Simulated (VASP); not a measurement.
# ZnNi (P4/mmm) in VASP: a series of runs

ZnNi is run at these levels: LDA; tasks: single point.

Everything below comes from runs of VASP 6.6.1. Logs are shortened: lines on timing, memory, paths and dates and some standing lists are left out, and cuts for length are marked.

### 1 The cell of the first run

Symmetry: P4/mmm, No. 123, tetragonal system. Conventional cell: a = 2.615 Å, b = 2.615 Å, c = 3.170 Å, α = 90.00°, β = 90.00°, γ = 90.00°. Within 3.2 Å of Zn (site symmetry 4/mmm) lie 8 Ni at 2.44 Å and 6 Zn at 2.62 to 3.17 Å. Within 3.2 Å of Ni (site symmetry 4/mmm) lie 8 Zn at 2.44 Å and 6 Ni at 2.62 to 3.17 Å.

### 2 Single point, LDA (10.84 Å³/atom)

INCAR

```
SYSTEM = ZnNi
PREC     = Accurate       ! precision mode
ENCUT    = 520            ! plane-wave cutoff, eV
EDIFF    = 1E-6           ! SCF threshold, eV
ISMEAR   = -1             ! smearing method
SIGMA    = 0.15           ! smearing width, eV
LREAL    = .FALSE.        ! projectors in reciprocal space
LASPH    = .TRUE.         ! aspherical terms in the spheres
NELM     = 100            ! most SCF steps
ALGO     = Fast           ! electronic algorithm
ISIF     = 2              ! what is computed and relaxed
LWAVE    = .FALSE.        ! write WAVECAR
LCHARG   = .TRUE.         ! write CHGCAR
GGA      = CA             ! functional
LELF     = .TRUE.         ! ELF
LVHAR    = .TRUE.       
NBANDS   = 18             ! bands
```

KPOINTS

```
Automatic mesh
0
G
  16 16 14
  0 0 0
```

POSCAR

```
ZnNi
1.0
    2.6150866171      0.0000000000      0.0000000000
    0.0000000000      2.6150866171      0.0000000000
    0.0000000000      0.0000000000      3.1700145800
Zn Ni
1 1
Direct
    0.5000000000      0.5000000000      0.5000000000
    0.0000000000      0.0000000000      0.0000000000
```

Potentials or basis: VASP PAW LDA potentials, release 64 (Zn, Ni).

Launch:

```bash
cat potpaw_LDA.64/Zn/POTCAR potpaw_LDA.64/Ni/POTCAR > POTCAR
mpirun -np 1 vasp_std > vasp.out
```

OUTCAR:

```text
SYSTEM = ZnNi
   PREC = Accurate
   ENCUT = 520
   EDIFF = 1E-6
   ISMEAR = -1
   LREAL = .FALSE.
   LASPH = .TRUE.
   NELM = 100
   ISIF = 2
   GGA = CA

 ion  position               nearest neighbor table
   1  0.500  0.500  0.500-   2 2.44   2 2.44   2 2.44   2 2.44   2 2.44   2 2.44   2 2.44   2 2.44

   2  0.000  0.000  0.000-   1 2.44   1 2.44   1 2.44   1 2.44   1 2.44   1 2.44   1 2.44   1 2.44

  LATTYP: Found a simple tetragonal cell.
 ALAT       =     2.6150866171
 C/A-ratio  =     1.2122025172

  Lattice vectors:

 A1 = (   2.6150866171,   0.0000000000,   0.0000000000)
 A2 = (   0.0000000000,   2.6150866171,   0.0000000000)
 A3 = (   0.0000000000,   0.0000000000,   3.1700145800)

Analysis of symmetry for initial positions (statically):
=====================================================================
 Subroutine PRICEL returns:
 Original cell was already a primitive cell.

 Routine SETGRP: Setting up the symmetry group for a
 simple tetragonal supercell.

 Subroutine GETGRP returns: Found 16 space group operations
 (whereof 16 operations were pure point group operations)
 out of a pool of 16 trial point group operations.

The static configuration has the point symmetry D_4h.

Analysis of symmetry for dynamics (positions and initial velocities):
=====================================================================
 Subroutine PRICEL returns:
 Original cell was already a primitive cell.

 Routine SETGRP: Setting up the symmetry group for a
 simple tetragonal supercell.

 Subroutine GETGRP returns: Found 16 space group operations
 (whereof 16 operations were pure point group operations)
 out of a pool of 16 trial point group operations.

The dynamic configuration has the point symmetry D_4h.

 Subroutine INISYM returns: Found 16 space group operations
 (whereof 16 operations are pure point group operations),
 and found     1 'primitive' translations

----------------------------------------------------------------------------------------

                                     Primitive cell

  volume of cell :      21.6787

  direct lattice vectors                    reciprocal lattice vectors
     2.615086617  0.000000000  0.000000000     0.382396512  0.000000000  0.000000000
     0.000000000  2.615086617  0.000000000     0.000000000  0.382396512  0.000000000
     0.000000000  0.000000000  3.170014580     0.000000000  0.000000000  0.315455962

[... 81 lines left out ...]
   ENCUT  =  520.0 eV  38.22 Ry    6.18 a.u.   4.86  4.86  5.89*2*pi/ulx,y,z
   NELM   =    100;   NELMIN=  2; NELMDL= -5     # of ELM steps
   EDIFF  = 0.1E-05   stopping-criterion for ELM
   LREAL  =      F    real-space projection
   EDIFFG = 0.1E-04   stopping-criterion for IOM
   NSW    =      0    number of steps for IOM
   IBRION =     -1    ionic relax: 0-MD 1-quasi-New 2-CG
   NFREE  =      0    steps in history (QN), initial steepest desc. (CG)
   ISIF   =      2    stress and relaxation
   ISYM   =      2    0-nonsym 1-usesym 2-fastsym
   POTIM  = 0.5000    time-step for ionic-motion
   TEBEG  =    0.0;   TEEND  =   0.0 temperature during run
   PSTRESS=    0.0 pullay stress
   NELECT =      22.0000    total number of electrons
   NUPDOWN=      -1.0000    fix difference up-down
   EMIN   =  10.00;   EMAX   =-10.00  energy-range for DOS
   EFERMI =   0.00;   METHOD = LEGACY
   ISMEAR =    -1;   SIGMA  =   0.15  broadening in eV -4-tet -1-fermi 0-gaus
   EFERMI_NEDOS =   21; number of points for ismear=-14 and -15
   IALGO  =     68    algorithm
   IMIX   =      4    mixing-type and parameters
     AMIX     =   0.40;   BMIX     =  1.00
     AMIX_MAG =   1.60;   BMIX_MAG =  1.00
  volume/ion in A,a.u.               =      10.84        73.15
  Fermi-wavevector in a.u.,A,eV,Ry     =   1.645147  3.108876 36.824265  2.706507
  Thomas-Fermi vector in A             =   2.734993
   LORBIT       =      0    0 simple, 1 ext, 2 COOP (PROOUT), +10 PAW based schemes
   GGA     = CA    functional components
   LHFCALC =     F    Hartree Fock is set to
   AEXX    =    0.0000 exact exchange contribution
   IVDW    =     0    specifies the selected vdW correction
   LEPSILON=     F    determine dielectric tensor
   LRPA    =     F    only Hartree local field effects (RPA)
 non-spin polarized calculation
 RMM-DIIS sequential band-by-band and
  energy-cutoff  :      520.00
  volume of cell :       21.68
 maximum number of plane-waves:       604
 NGX is ok and might be reduce to    20
   NGX =  9   NGY =  9   NGZ = 11

 number of electron      21.9999994 magnetization

 Free energy of the ion-electron system (eV)
  ---------------------------------------------------
  ext. energy  EPLUGINS =         0.00000000
  ---------------------------------------------------
  free energy    TOTEN  =        -9.07288058 eV

  energy without entropy =       -9.02272053  energy(sigma->0) =       -9.04780055

 E-fermi :   6.9881     XC(G=0): -13.7066

 val. band max:        6.9856105091   @ k =   0.4375   0.4375   0.1429
 cond. band min:       6.9943473538   @ k =   0.4375   0.0000   0.3571
 fundamental gap:      0.0087368446
 Fermi energy:         6.9881177422

 k-point     1 :       0.0000    0.0000    0.0000
  band No.  band energies     occupation
      1      -3.8970      2.00000
      2      -1.1711      2.00000
      3      -1.0761      2.00000
      4      -0.1183      2.00000
      5      -0.1183      2.00000
      6       0.1197      2.00000
[... 481 lines left out ...]
      5      -0.1023      2.00000
      6       1.8287      2.00000
[... 10 lines left out ...]
     17      21.2246      0.00000
     18      21.4239      0.00000

 [... further k-points ...]

------------------------ aborting loop because EDIFF is reached ----------------------------------------

  FORCE on cell =-STRESS in cart. coord.  units (eV):
  Direction    XX          YY          ZZ          XY          YZ          ZX
  --------------------------------------------------------------------------------------
  -------------------------------------------------------------------------------------
  Total        0.7131917      0.7131917      0.6997376      0.0000000      0.0000000      0.0000000
  in kB       52.7088355     52.7088355     51.7145022      0.0000000      0.0000000      0.0000000
  external PRESSURE =      52.3773911 kB  Pullay stress =       0.0000000 kB

 VOLUME and BASIS-vectors are now :
 -----------------------------------------------------------------------------
  energy-cutoff  :      520.00
  volume of cell :       21.68
      direct lattice vectors                 reciprocal lattice vectors
     2.615086617  0.000000000  0.000000000     0.382396512  0.000000000  0.000000000
     0.000000000  2.615086617  0.000000000     0.000000000  0.382396512  0.000000000
     0.000000000  0.000000000  3.170014580     0.000000000  0.000000000  0.315455962

 POSITION                                       TOTAL-FORCE (eV/Angst)
 -----------------------------------------------------------------------------------
      1.30754      1.30754      1.58501         0.000000      0.000000      0.000000
      0.00000      0.00000      0.00000         0.000000      0.000000      0.000000
 -----------------------------------------------------------------------------------
    total drift:                               -0.000000      0.000000      0.000000

  FREE ENERGIE OF THE ION-ELECTRON SYSTEM (eV)
  ---------------------------------------------------
  free  energy   TOTEN  =        -9.0728805781 eV

  energy  without entropy=       -9.0227205270  energy(sigma->0) =       -9.04780055
```

OSZICAR:

```text
N       E                     dE             d eps       ncg     rms          rms(c)
DAV:   1     0.960794230024E+02    0.96079E+02   -0.10739E+04 14192   0.192E+03
DAV:   2    -0.594915742107E+01   -0.10203E+03   -0.97762E+02 13032   0.283E+02
DAV:   3    -0.100511395966E+02   -0.41020E+01   -0.40587E+01 14110   0.669E+01
DAV:   4    -0.100912505389E+02   -0.40111E-01   -0.40096E-01 14556   0.595E+00
DAV:   5    -0.100921928610E+02   -0.94232E-03   -0.94228E-03 14090   0.872E-01    0.114E+01
RMM:   6    -0.102500533579E+02   -0.15786E+00   -0.57014E+00 14953   0.285E+01    0.103E+01
RMM:   7    -0.915266616515E+01    0.10974E+01   -0.17712E+00 14728   0.146E+01    0.474E+00
RMM:   8    -0.908240938288E+01    0.70257E-01   -0.46251E-02 15306   0.290E+00    0.136E+00
RMM:   9    -0.907387917593E+01    0.85302E-02   -0.77998E-03 15411   0.819E-01    0.460E-01
RMM:  10    -0.907286603787E+01    0.10131E-02   -0.23355E-03 17070   0.530E-01    0.933E-02
RMM:  11    -0.907287417490E+01   -0.81370E-05   -0.40712E-04 17918   0.175E-01    0.268E-02
RMM:  12    -0.907288154798E+01   -0.73731E-05   -0.86423E-05 18834   0.686E-02    0.195E-02
RMM:  13    -0.907287992639E+01    0.16216E-05   -0.16315E-05 16104   0.381E-02    0.234E-03
RMM:  14    -0.907288057807E+01   -0.65168E-06   -0.68612E-06 15126   0.166E-02
   1 F= -.90728806E+01 E0= -.90478006E+01  d E =-.501601E-01
```

Wall time 63 s (1 thread of AMD EPYC 9R45 (Zen 5), shared host); peak memory 0.21 GiB.

What came out:

* Free energy: -9.0729 eV
* Pressure: 5.2 GPa
* Band gap on the k mesh: zero (bands 11 and 12 overlap by 6.76 eV)

Stress tensor (GPa, compression positive):
```
5.27 0.00 0.00
0.00 5.27 0.00
0.00 0.00 5.17
```

Levels at points of the mesh, in eV from the Fermi level:
```tsv
k point	band 7	band 8	band 9	band 10	band 11	band 12	band 13	band 14	band 15	band 16
(0.00, 0.00, 0.00)	-2.68	-2.42	-1.01	-1.01	-0.72	3.28	10.01	10.38	10.38	15.71
(0.50, 0.00, 0.00)	-4.05	-2.62	-2.57	-1.57	-1.11	0.48	11.18	11.37	12.39	14.19
(0.50, 0.50, 0.00)	-1.57	-1.49	-1.49	-0.50	-0.50	-0.29	5.37	5.92	13.19	14.76
(0.00, 0.00, 0.50)	-6.04	-2.86	-1.54	-1.54	-1.13	-0.77	15.11	15.11	16.46	16.48
(0.50, 0.00, 0.50)	-2.45	-2.24	-1.62	-1.22	-1.04	-0.82	3.47	4.01	18.45	19.54
(0.50, 0.50, 0.50)	-3.50	-3.50	-0.91	-0.28	5.82	5.82	5.86	5.86	5.87	6.45
```

Caveat: the cell stands under pressure.

### 3 Single point, LDA (11.28 Å³/atom)

This run uses another cell than the first one, of 11.28 Å³/atom.

INCAR

```
PREC     = Accurate       # precision mode
ENCUT    = 520            # plane-wave cutoff, eV
EDIFF    = 1E-6           # SCF threshold, eV
ISMEAR   = -1             # smearing method
SIGMA    = 0.15           # smearing width, eV
LREAL    = F              # projectors in reciprocal space
LASPH    = T              # aspherical terms in the spheres
NELM     = 60             # most SCF steps
ALGO     = Fast           # electronic algorithm
ISIF     = 2              # what is computed and relaxed
LWAVE    = F              # write WAVECAR
LCHARG   = T              # write CHGCAR
LELF     = T              # ELF
LVHAR    = T            
NBANDS   = 18             # bands
```

KPOINTS

```
regular mesh
0
Gamma
  16 16 14
```

POSCAR

```
ZnNi
1.0
    2.6488613914      0.0000000000      0.0000000000
    0.0000000000      2.6488613914      0.0000000000
    0.0000000000      0.0000000000      3.2158001084
Zn Ni
1 1
Direct
    0.5000000000      0.5000000000      0.5000000000
    0.0000000000      0.0000000000      0.0000000000
```

Potentials or basis: VASP PAW LDA potentials, release 64 (Zn, Ni).

Launch:

```bash
cat potpaw_LDA.64/Zn/POTCAR potpaw_LDA.64/Ni/POTCAR > POTCAR
mpirun -np 1 vasp_std > vasp.out
```

OUTCAR:

```text
PREC = Accurate
   ENCUT = 520
   EDIFF = 1E-6
   ISMEAR = -1
   LREAL = F
   LASPH = T
   NELM = 60
   ISIF = 2

 ion  position               nearest neighbor table
   1  0.500  0.500  0.500-   2 2.47   2 2.47   2 2.47   2 2.47   2 2.47   2 2.47   2 2.47   2 2.47

   2  0.000  0.000  0.000-   1 2.47   1 2.47   1 2.47   1 2.47   1 2.47   1 2.47   1 2.47   1 2.47

  LATTYP: Found a simple tetragonal cell.
 ALAT       =     2.6488613914
 C/A-ratio  =     1.2140310999

[... 693 lines left out ...]

------------------------ aborting loop because EDIFF is reached ----------------------------------------

  FORCE on cell =-STRESS in cart. coord.  units (eV):
  Direction    XX          YY          ZZ          XY          YZ          ZX
  --------------------------------------------------------------------------------------
  -------------------------------------------------------------------------------------
  Total       -0.3512346     -0.3512346     -0.3669642      0.0000000      0.0000000      0.0000000
  in kB      -24.9402265    -24.9402265    -26.0571421      0.0000000      0.0000000      0.0000000
  external PRESSURE =     -25.3125317 kB  Pullay stress =       0.0000000 kB

 VOLUME and BASIS-vectors are now :
 -----------------------------------------------------------------------------
  energy-cutoff  :      520.00
  volume of cell :       22.56
      direct lattice vectors                 reciprocal lattice vectors
     2.648861391  0.000000000  0.000000000     0.377520697  0.000000000  0.000000000
     0.000000000  2.648861391  0.000000000     0.000000000  0.377520697  0.000000000
     0.000000000  0.000000000  3.215800108     0.000000000  0.000000000  0.310964602

 POSITION                                       TOTAL-FORCE (eV/Angst)
 -----------------------------------------------------------------------------------
      1.32443      1.32443      1.60790         0.000000      0.000000      0.000000
      0.00000      0.00000      0.00000         0.000000      0.000000      0.000000
 -----------------------------------------------------------------------------------
    total drift:                               -0.000000      0.000000      0.000000

  FREE ENERGIE OF THE ION-ELECTRON SYSTEM (eV)
  ---------------------------------------------------
  free  energy   TOTEN  =        -9.0788516643 eV

  energy  without entropy=       -9.0252352213  energy(sigma->0) =       -9.05204344
```

stdout:

```text
POSCAR found type information on POSCAR ZnNi
 POSCAR found :  2 types and       2 ions
 scaLAPACK will be used
 LDA part: xc-table for (Slater(with rela. corr.)+CA(PZ))
 , standard interpolation
 POSCAR, INCAR and KPOINTS ok, starting setup
 FFT: planning ... GRIDC
 FFT: planning ... GRID_SOFT
 FFT: planning ... GRID
 WAVECAR not read
 entering main loop
```

Run time: 64 s. Hardware: 1 thread of AMD EPYC 9R45 (Zen 5), shared host; peak memory 0.22 GiB.

What came out:

| Item | Value |
| --- | --- |
| Free energy | -9.0789 eV |
| Pressure | -2.5 GPa |
| Band gap on the k mesh | zero (bands 11 and 12 overlap by 6.44 eV) |

Stress tensor (GPa, compression positive):
```
-2.49  0.00  0.00
 0.00 -2.49  0.00
 0.00  0.00 -2.61
```

Levels at points of the mesh, in eV from the Fermi level:
```
           k point  band 7  band 8  band 9  band 10  band 11  band 12  band 13  band 14  band 15  band 16
(0.00, 0.00, 0.00)   -2.54   -2.31   -0.97    -0.97    -0.68     3.21     9.64    10.15    10.15    15.35
(0.50, 0.00, 0.00)   -4.00   -2.47   -2.42    -1.48    -1.05     0.45    10.82    11.04    12.04    13.75
(0.50, 0.50, 0.00)   -1.51   -1.43   -1.43    -0.41    -0.41    -0.28     5.10     5.69    12.81    14.41
(0.00, 0.00, 0.50)   -5.97   -2.70   -1.45    -1.45    -1.08    -0.73    14.69    14.69    16.06    16.06
(0.50, 0.00, 0.50)   -2.34   -2.10   -1.50    -1.16    -1.00    -0.78     3.25     3.80    17.91    19.20
(0.50, 0.50, 0.50)   -3.31   -3.31   -0.86    -0.27     5.54     5.68     5.68     5.68     5.68     6.31
```

Spin polarisation is off, so any magnetic state and its effect on volume and gap are missing.
